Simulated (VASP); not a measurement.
## CdS (CsCl type): relaxation of cell and atoms with PBE

CdS (CsCl type):

```
CELL_PARAMETERS angstrom
3.32607 0.00000 0.00000
0.00000 3.32607 0.00000
0.00000 0.00000 3.32607
ATOMIC_POSITIONS crystal
Cd 0.00000 0.00000 0.00000
S 0.50000 0.50000 0.50000
```

| Property | Result |
| --- | --- |
| Program | VASP 6.6.1 |
| Task | relaxation of cell and atoms |
| Functional | PBE |
| Potentials or basis | VASP PAW PBE potentials, release 64 (Cd, S) |
| Cutoff | 600 eV |
| k mesh | 13 × 13 × 13 |
| Occupations | fermi-dirac, width 0.08 eV |
| Spin | no spin polarisation |
| Target pressure | 6.2 GPa |
| Dipole correction | no |
| Further INCAR settings | ALGO = Normal; EDIFF = 1e-07; IBRION = 2; EDIFFG = -0.005; NSW = 32; ISIF = 3 |

```
Relaxed volume                                         : 18.47 Å³/atom
Relaxed cell                                           : a = 3.331 Å, b = 3.331 Å, c = 3.331 Å, α = 90.00°, β = 90.00°, γ = 90.00°
Space group after relaxing (to 0.05 Å)                 : Pm-3m (No. 221)
Energy change on relaxing (the enthalpy is what falls) : -3.1 meV/atom
Ionic steps                                            : 3
Pressure after relaxing                                : 6.2 GPa
Band gap on the k mesh                                 : zero (band 9 reaches 4.54 eV, above the bottom of band 10 at 3.78 eV)
```

The path:
| step | energy change (eV) | largest force (eV/Å) | pressure (GPa) | volume (Å³) |
| --- | --- | --- | --- | --- |
| 1 | 0.0000 | 0.0000 | 6.61 | 36.80 |
| 2 | -0.0099 | 0.0000 | 5.94 | 37.05 |
| 3 | -0.0061 | 0.0000 | 6.21 | 36.95 |

Final structure:
```yaml
crystal:
  lattice:
    - [3.33068, 0.00000, 0.00000]
    - [0.00000, 3.33068, 0.00000]
    - [0.00000, 0.00000, 3.33068]
  atoms:
    - { symbol: Cd, position: [0.00000, 0.00000, 0.00000] }
    - { symbol: S, position: [0.50000, 0.50000, 0.50000] }
```

Levels at points of the mesh, in eV from the Fermi level:
| k point | band 6 | band 7 | band 8 | band 9 | band 10 | band 11 | band 12 | band 13 |
| --- | --- | --- | --- | --- | --- | --- | --- | --- |
| (0.00, 0.00, 0.00) | -8.19 | -1.30 | -1.30 | -1.30 | -0.71 | 6.61 | 6.61 | 12.31 |

Wall time 86 s on 1 thread of Intel Xeon 6975P-C (shared host), peak memory 0.2 GiB.

Caveat: the cell is relaxed towards a set pressure, so the enthalpy falls and the energy may rise.
